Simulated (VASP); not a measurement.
# CaO (Fm-3m) in VASP: further runs

The runs below take CaO through vibrations by perturbation theory, with PBEsol.

Program: VASP 6.6.1. These are calculated values, not measurements. Logs are shortened: lines on timing, memory, paths and dates and some standing lists are left out, and cuts for length are marked.

## Step 1: The cell of the first run

Symmetry: Fm-3m, No. 225, cubic system. Conventional cell: a = 4.754 Å, b = 4.754 Å, c = 4.754 Å, α = 90.00°, β = 90.00°, γ = 90.00°. Ca (site symmetry m-3m) has 6 O at 2.38 Å within 3.1 Å. Within 3.1 Å of O (site symmetry m-3m) lie 6 Ca at 2.38 Å.

## Step 2: Vibrations by perturbation theory, PBEsol

The input, INCAR:

```
SYSTEM = CaO
PREC = Accurate
ENCUT = 520
EDIFF = 1E-8
ISMEAR = 0
SIGMA = 0.01
LREAL = .False.
LASPH = .True.
NELM = 100
ALGO = Normal
ISIF = 2
LWAVE = .False.
LCHARG = .True.
GGA = PS
NBANDS = 15
IBRION = 8
NSW = 1
LEPSILON = .True.
```

The input, KPOINTS:

```
Automatic mesh
0
Gamma
  8 8 8
  0 0 0
```

The input, POSCAR:

```
CaO
1.0
    0.0000000000      2.3768048014      2.3768048014
    2.3768048014      0.0000000000      2.3768048014
    2.3768048014      2.3768048014      0.0000000000
Ca O
1 1
Direct
    0.0000000000      0.0000000000      0.0000000000
    0.5000000000      0.5000000000      0.5000000000
```

Potentials or basis: VASP PAW PBE potentials, release 64 (Ca_sv, O).

Launch:

```console
$ cat potpaw_PBE.64/Ca_sv/POTCAR potpaw_PBE.64/O/POTCAR > POTCAR
$ mpirun -np 1 vasp_std > vasp.out
```

OUTCAR:

```text
SYSTEM = CaO
   PREC = Accurate
   ENCUT = 520
   EDIFF = 1E-8
   ISMEAR = 0
   LREAL = .False.
   LASPH = .True.
   NELM = 100
   ISIF = 2
   GGA = PS
   IBRION = 8
   NSW = 1
   LEPSILON = .True.

 ion  position               nearest neighbor table
   1  0.000  0.000  0.000-   2 2.38   2 2.38   2 2.38   2 2.38   2 2.38   2 2.38
   2  0.500  0.500  0.500-   1 2.38   1 2.38   1 2.38   1 2.38   1 2.38   1 2.38

  LATTYP: Found a face centered cubic cell.
 ALAT       =     4.7536096028

  Lattice vectors:

 A1 = (   0.0000000000,   2.3768048014,   2.3768048014)
 A2 = (   2.3768048014,   0.0000000000,   2.3768048014)
 A3 = (   2.3768048014,   2.3768048014,   0.0000000000)

Analysis of symmetry for initial positions (statically):
=====================================================================
 Subroutine PRICEL returns:
 Original cell was already a primitive cell.

 Routine SETGRP: Setting up the symmetry group for a
 face centered cubic supercell.

 Subroutine GETGRP returns: Found 48 space group operations
 (whereof 48 operations were pure point group operations)
 out of a pool of 48 trial point group operations.

The static configuration has the point symmetry O_h .

Analysis of symmetry for dynamics (positions and initial velocities):
=====================================================================
 Subroutine PRICEL returns:
 Original cell was already a primitive cell.

 Routine SETGRP: Setting up the symmetry group for a
 face centered cubic supercell.

 Subroutine GETGRP returns: Found 48 space group operations
 (whereof 48 operations were pure point group operations)
 out of a pool of 48 trial point group operations.

The dynamic configuration has the point symmetry O_h .

 Subroutine INISYM returns: Found 48 space group operations
 (whereof 48 operations are pure point group operations),
 and found     1 'primitive' translations

----------------------------------------------------------------------------------------

                                     Primitive cell

  volume of cell :      26.8541

  direct lattice vectors                    reciprocal lattice vectors
     0.000000000  2.376804801  2.376804801    -0.210366455  0.210366455  0.210366455
     2.376804801  0.000000000  2.376804801     0.210366455 -0.210366455  0.210366455
     2.376804801  2.376804801  0.000000000     0.210366455  0.210366455 -0.210366455

  length of vectors
     3.361309585  3.361309585  3.361309585     0.364365388  0.364365388  0.364365388

  position of ions in fractional coordinates (direct lattice)
     0.000000000  0.000000000  0.000000000
     0.500000000  0.500000000  0.500000000

  ion indices of the primitive-cell ions
   primitive index   ion index
                 1           1
                 2           2

----------------------------------------------------------------------------------------

 KPOINTS: Automatic mesh

Automatic generation of k-mesh.
 Grid dimensions read from file:
 generate k-points for:    8    8    8

 Generating k-lattice:

[... 581 lines left out ...]

 Free energy of the ion-electron system (eV)
  ---------------------------------------------------
  ---------------------------------------------------
  free energy    TOTEN  =        -0.22983969 eV

  energy without entropy =       -0.22983969

------------------------ aborting loop because EDIFF is reached ----------------------------------------

--------------------------------------- Ionic step        2  -------------------------------------------

------------------------ aborting loop because EDIFF is reached ----------------------------------------

--------------------------------------- Ionic step        3  -------------------------------------------

------------------------ aborting loop because EDIFF is reached ----------------------------------------

 PIEZOELECTRIC TENSOR FIELD DIRECTION 3  (e Angst)
 -----------------------------------------------------------------------------
     0.00000  0.00000  0.00000           ( -0.00001  0.00000  0.00000)
     0.00000  0.00000 -0.00000           (  0.00000 -0.00001  0.00000)
     0.00000  0.00000 -0.00076           (  0.00000  0.00000 -0.00000)

 PIEZOELECTRIC TENSOR FIELD DIRECTION 3  (C/m^2)
 -----------------------------------------------------------------------------
     0.00000  0.00000  0.00000
     0.00000  0.00000 -0.00000
     0.00000  0.00000 -0.00045

--------------------------------------- Ionic step        4  -------------------------------------------

------------------------ aborting loop because EDIFF is reached ----------------------------------------

[... ionic steps 5 to 6 ...]

--------------------------------------- Ionic step        7  -------------------------------------------

 Free energy of the ion-electron system (eV)
  ---------------------------------------------------
  ---------------------------------------------------
  free energy    TOTEN  =        -0.36192867 eV

  energy without entropy =       -0.36192867

------------------------ aborting loop because EDIFF is reached ----------------------------------------

 INTERNAL STRAIN TENSOR  FOR ION    2  DIRECTION 1   (eV/Angst):
 -----------------------------------------------------------------------------
     0.02013 -0.00000 -0.00000
     0.00000 -0.01120 -0.00000
    -0.00000 -0.00000 -0.01120

 MACROSCOPIC STATIC DIELECTRIC TENSOR (including local field effects in DFT)
 ------------------------------------------------------
           3.861466    -0.000000    -0.000000
          -0.000000     3.861466     0.000000
           0.000000     0.000000     3.861466
 ------------------------------------------------------

 PIEZOELECTRIC TENSOR (including local field effects)  for field in x, y, z        (e  Angst)
          XX          YY          ZZ          XY          YZ          ZX
  --------------------------------------------------------------------------------
  x     0.00000     0.00000     0.00000     0.00000     0.00000     0.00000
  y     0.00000     0.00000     0.00000     0.00000     0.00000     0.00000
  z     0.00000     0.00000     0.00000     0.00000     0.00000     0.00000

 PIEZOELECTRIC TENSOR (including local field effects)  for field in x, y, z        (C/m^2)
          XX          YY          ZZ          XY          YZ          ZX
  --------------------------------------------------------------------------------
  x     0.00000     0.00000     0.00000     0.00000     0.00000     0.00000
  y     0.00000     0.00000     0.00000     0.00000     0.00000     0.00000
  z     0.00000     0.00000     0.00000     0.00000     0.00000     0.00000

 BORN EFFECTIVE CHARGES (including local field effects) (in |e|, cummulative output)
 ---------------------------------------------------------------------------------
 ion    1
    1     2.36590     0.00000     0.00000
    2    -0.00000     2.36590     0.00000
    3    -0.00000     0.00000     2.36590
 ion    2
    1    -2.36590    -0.00000    -0.00000
    2     0.00000    -2.36590    -0.00000
    3     0.00000    -0.00000    -2.36590

 INTERNAL STRAIN TENSOR FOR ION    2 for displacements in x,y,z  (eV/Angst):
          X           Y           Z          XY          YZ          ZX
  --------------------------------------------------------------------------------
  x     0.00000     0.00000     0.00000     0.00000     0.00000     0.00000
  y     0.00000     0.00000     0.00000     0.00000     0.00000     0.00000
  z     0.00000     0.00000     0.00000     0.00000     0.00000     0.00000

 SECOND DERIVATIVES (NOT SYMMETRIZED)
 ------------------------------------
               1X          1Y          1Z          2X          2Y          2Z
  1X    -3.433352    0.000000    0.000000    3.433352    0.000000    0.000000
  1Y     0.000000   -3.433352    0.000000    0.000000    3.433352    0.000000
  1Z     0.000000    0.000000   -3.433352    0.000000    0.000000    3.433352
  2X     3.430592    0.000000    0.000000   -3.430592    0.000000    0.000000
  2Y     0.000000    3.430592    0.000000    0.000000   -3.430592    0.000000
  2Z     0.000000    0.000000    3.430592    0.000000    0.000000   -3.430592

 Eigenvectors and eigenvalues of the dynamical matrix
 ----------------------------------------------------

   1 f  =    8.563836 THz    53.808168 2PiTHz  285.658816 cm-1    35.417163 meV
             X         Y         Z           dx          dy          dz
      0.000000  0.000000  0.000000     0.000000    0.534304    0.000000
      2.376805  2.376805  2.376805     0.000000   -0.845292    0.000000
[... 21 lines left out ...]
   6 f/i=    0.001555 THz     0.009771 2PiTHz    0.051874 cm-1     0.006432 meV
             X         Y         Z           dx          dy          dz
      0.000000  0.000000  0.000000     0.000000    0.000000    0.845292
      2.376805  2.376805  2.376805     0.000000    0.000000    0.534304

--------------------------------------------------------------------------------------------------------

 MACROSCOPIC STATIC DIELECTRIC TENSOR IONIC CONTRIBUTION
 ------------------------------------------------------
          10.990131     0.000000    -0.000000
           0.000000    10.990131     0.000000
          -0.000000     0.000000    10.990131
 ------------------------------------------------------

 ELASTIC MODULI CONTR FROM IONIC RELAXATION (kBar)
 Direction    XX          YY          ZZ          XY          YZ          ZX
 --------------------------------------------------------------------------------
 XX           0.0000      0.0000      0.0000      0.0000      0.0000      0.0000
 YY           0.0000      0.0000      0.0000      0.0000      0.0000      0.0000
 ZZ           0.0000      0.0000      0.0000      0.0000      0.0000      0.0000
 XY           0.0000      0.0000      0.0000      0.0000      0.0000      0.0000
 YZ           0.0000      0.0000      0.0000      0.0000      0.0000      0.0000
 ZX           0.0000      0.0000      0.0000      0.0000      0.0000      0.0000
 --------------------------------------------------------------------------------

 PIEZOELECTRIC TENSOR IONIC CONTR  for field in x, y, z        (C/m^2)
          XX          YY          ZZ          XY          YZ          ZX
  --------------------------------------------------------------------------------
  x     0.00000     0.00000     0.00000     0.00000     0.00000     0.00000
  y     0.00000     0.00000     0.00000     0.00000     0.00000     0.00000
  z     0.00000     0.00000     0.00000     0.00000     0.00000     0.00000
```

It took 16 min on 1 thread of AMD EPYC 7R13, shared host; peak memory 0.19 GiB.

What came out:

```yaml
Electronic_dielectric_tensor_diagonal: 3.86
Born_charges_mean_of_the_diagonal: Ca +2.37; O -2.37 e
Highest_phonon_frequency_at_Γ_LO-TO_splitting_left_out: 286 cm⁻¹
```

Phonon frequencies in cm⁻¹ (negative: imaginary):
```tsv
q point	frequencies
(0.000, 0.000, 0.000)	0 0 0 286 286 286
```

Electronic dielectric tensor:
```
3.86 0.00 0.00
0.00 3.86 0.00
0.00 0.00 3.86
```

Born effective charge tensors (e):
atom 1, Ca
```
2.37 0.00 0.00
0.00 2.37 0.00
0.00 0.00 2.37
```
atom 2, O
```
-2.37  0.00  0.00
 0.00 -2.37  0.00
 0.00  0.00 -2.37
```

Caveat: the cell wasn't relaxed at this level first, which shifts response properties; the PAW data sets were made with another functional, which shifts forces and pressure a little.

## Step 3: Vibrations by perturbation theory, PBEsol

This run uses another cell than the first one, of 12.14 Å³/atom, 0.904 times its volume.

The input, INCAR:

```
  ALGO = Normal
  EDIFF = 1E-8
  ENCUT = 520
  GGA = PS
  IBRION = 8
  ISIF = 2
  ISMEAR = 0
  LASPH = True
  LCHARG = False
  LEPSILON = True
  LREAL = False
  LWAVE = False
  NELM = 60
  NSW = 1
  PREC = Accurate
  SIGMA = 0.01
```

The input, KPOINTS:

```
k-points
0
Gamma
  8 8 8
```

The input, POSCAR:

```
CaO
1.0
    0.0000000000      2.2984797636      2.2984797636
    2.2984797636      0.0000000000      2.2984797636
    2.2984797636      2.2984797636      0.0000000000
Ca O
1 1
Direct
    0.0000000000      0.0000000000      0.0000000000
    0.5000000000      0.5000000000      0.5000000000
```

Potentials or basis: VASP PAW PBE potentials, release 64 (Ca_sv, O).

Launch:

```console
$ cat potpaw_PBE.64/Ca_sv/POTCAR potpaw_PBE.64/O/POTCAR > POTCAR
$ mpirun -np 1 vasp_std > vasp.out
```

OUTCAR:

```text
EDIFF = 1E-8
   ENCUT = 520
   GGA = PS
   IBRION = 8
   ISIF = 2
   ISMEAR = 0
   LASPH = True
   LEPSILON = True
   LREAL = False
   NELM = 60
   NSW = 1
   PREC = Accurate

 ion  position               nearest neighbor table
   1  0.000  0.000  0.000-   2 2.30   2 2.30   2 2.30   2 2.30   2 2.30   2 2.30
   2  0.500  0.500  0.500-   1 2.30   1 2.30   1 2.30   1 2.30   1 2.30   1 2.30

  LATTYP: Found a face centered cubic cell.
 ALAT       =     4.5969595272

  Lattice vectors:

 A1 = (   0.0000000000,   2.2984797636,   2.2984797636)
 A2 = (   2.2984797636,   0.0000000000,   2.2984797636)
 A3 = (   2.2984797636,   2.2984797636,   0.0000000000)

Analysis of symmetry for initial positions (statically):
=====================================================================
 Subroutine PRICEL returns:
 Original cell was already a primitive cell.

 Routine SETGRP: Setting up the symmetry group for a
 face centered cubic supercell.
[... 659 lines left out ...]
 ------------------------------------
               1X          1Y          1Z          2X          2Y          2Z
  1X    -5.594946    0.000000    0.000000    5.594946    0.000000    0.000000
  1Y     0.000000   -5.594946    0.000000    0.000000    5.594946    0.000000
  1Z     0.000000    0.000000   -5.594946    0.000000    0.000000    5.594946
  2X     5.394206    0.000000    0.000000   -5.394206    0.000000    0.000000
  2Y     0.000000    5.394206    0.000000    0.000000   -5.394206    0.000000
  2Z     0.000000    0.000000    5.394206    0.000000    0.000000   -5.394206

 Eigenvectors and eigenvalues of the dynamical matrix
 ----------------------------------------------------

   1 f  =   10.794592 THz    67.824420 2PiTHz  360.068821 cm-1    44.642824 meV
             X         Y         Z           dx          dy          dz
      0.000000  0.000000  0.000000     0.000000    0.000000   -0.541160
      2.298480  2.298480  2.298480     0.000000    0.000000    0.840920
[... 21 lines left out ...]
   6 f/i=    0.089740 THz     0.563850 2PiTHz    2.993391 cm-1     0.371133 meV
             X         Y         Z           dx          dy          dz
      0.000000  0.000000  0.000000     0.801008   -0.169434   -0.191897
      2.298480  2.298480  2.298480     0.515475   -0.109036   -0.123492

--------------------------------------------------------------------------------------------------------

 MACROSCOPIC STATIC DIELECTRIC TENSOR IONIC CONTRIBUTION
 ------------------------------------------------------
           7.896041     0.000000     0.000000
           0.000000     7.896041     0.000000
           0.000000     0.000000     7.896041
 ------------------------------------------------------

 ELASTIC MODULI CONTR FROM IONIC RELAXATION (kBar)
 Direction    XX          YY          ZZ          XY          YZ          ZX
 --------------------------------------------------------------------------------
 XX           0.0000      0.0000      0.0000      0.0000      0.0000      0.0000
 YY           0.0000      0.0000      0.0000      0.0000      0.0000      0.0000
 ZZ           0.0000      0.0000      0.0000      0.0000      0.0000      0.0000
 XY           0.0000      0.0000      0.0000      0.0000      0.0000      0.0000
 YZ           0.0000      0.0000      0.0000      0.0000      0.0000      0.0000
 ZX           0.0000      0.0000      0.0000      0.0000      0.0000      0.0000
 --------------------------------------------------------------------------------

 PIEZOELECTRIC TENSOR IONIC CONTR  for field in x, y, z        (C/m^2)
          XX          YY          ZZ          XY          YZ          ZX
  --------------------------------------------------------------------------------
  x     0.00000     0.00000     0.00000     0.00000     0.00000     0.00000
  y     0.00000     0.00000     0.00000     0.00000     0.00000     0.00000
  z     0.00000     0.00000     0.00000     0.00000     0.00000     0.00000
```

OSZICAR:

```text
N       E                     dE             d eps       ncg     rms          rms(c)
DAV:   1     0.124047871674E+03    0.12405E+03   -0.85859E+03   696   0.138E+03
DAV:   2    -0.906143379907E+01   -0.13311E+03   -0.12725E+03   808   0.337E+02
DAV:   3    -0.146417013077E+02   -0.55803E+01   -0.55444E+01   888   0.729E+01
[... 241 lines left out ...]
RMM:  10    -0.361930576284E+00   -0.63520E-06    0.30949E-07  3214   0.828E-04    0.320E-05
RMM:  11    -0.361930710904E+00   -0.13462E-06    0.87666E-07  3186   0.375E-04    0.151E-05
RMM:  12    -0.361930761241E+00   -0.50338E-07   -0.59038E-07  3253   0.178E-04    0.652E-06
RMM:  13    -0.361930738833E+00    0.22408E-07    0.19731E-07  3276   0.813E-05    0.302E-06
RMM:  14    -0.361930741842E+00   -0.30090E-08   -0.13636E-07  3160   0.401E-05    0.629E-07
RMM:  15    -0.361930745492E+00   -0.36500E-08    0.39363E-08  2983   0.182E-05    0.532E-07
 Linear response finished
```

stdout:

```text
POSCAR found type information on POSCAR CaO
 POSCAR found :  2 types and       2 ions
 scaLAPACK will be used
 -----------------------------------------------------------------------------
|                                                                             |
|                                                                             |
[... 39 lines left out ...]
 first order change of Fermi-energy   0.64415E-04
 force on displaced ion       1 direction 1 :  -5.595   0.000   0.000
 Born effective charge ion    1 direction 1 :   2.408   0.000   0.000
 Linear response progress:
 first order change of Fermi-energy   0.49028E-04
 force on displaced ion       2 direction 1 :  -5.394   0.000   0.000
 Born effective charge ion    2 direction 1 :  -2.414   0.000   0.000
 Born effective charges drift removed
 Linear response finished
```

Run time: 2.2 min. Hardware: 1 thread of Intel Xeon Platinum 8375C at 2.90GHz (Ice Lake), shared host; peak memory 0.18 GiB.

What came out:

| Quantity | Value |
| --- | --- |
| Electronic dielectric tensor (diagonal) | 3.94 |
| Born charges (mean of the diagonal) | Ca +2.41; O -2.41 e |
| Highest phonon frequency at Γ, LO-TO splitting left out | 360 cm⁻¹ |

Phonon frequencies in cm⁻¹ (negative: imaginary):
| q point | frequencies |
| --- | --- |
| (0.000, 0.000, 0.000) | -3 -3 -3 360 360 360 |

Electronic dielectric tensor:
```
3.94 0.00 0.00
0.00 3.94 0.00
0.00 0.00 3.94
```

Born effective charge tensors (e):
atom 1, Ca
```
2.41 0.00 0.00
0.00 2.41 0.00
0.00 0.00 2.41
```
atom 2, O
```
-2.41  0.00  0.00
 0.00 -2.41  0.00
 0.00  0.00 -2.41
```

Caveat: the cell wasn't relaxed at this level first, which shifts response properties; the PAW data sets were made with another functional, which shifts forces and pressure a little.

(Continued in part 2 of 2.)
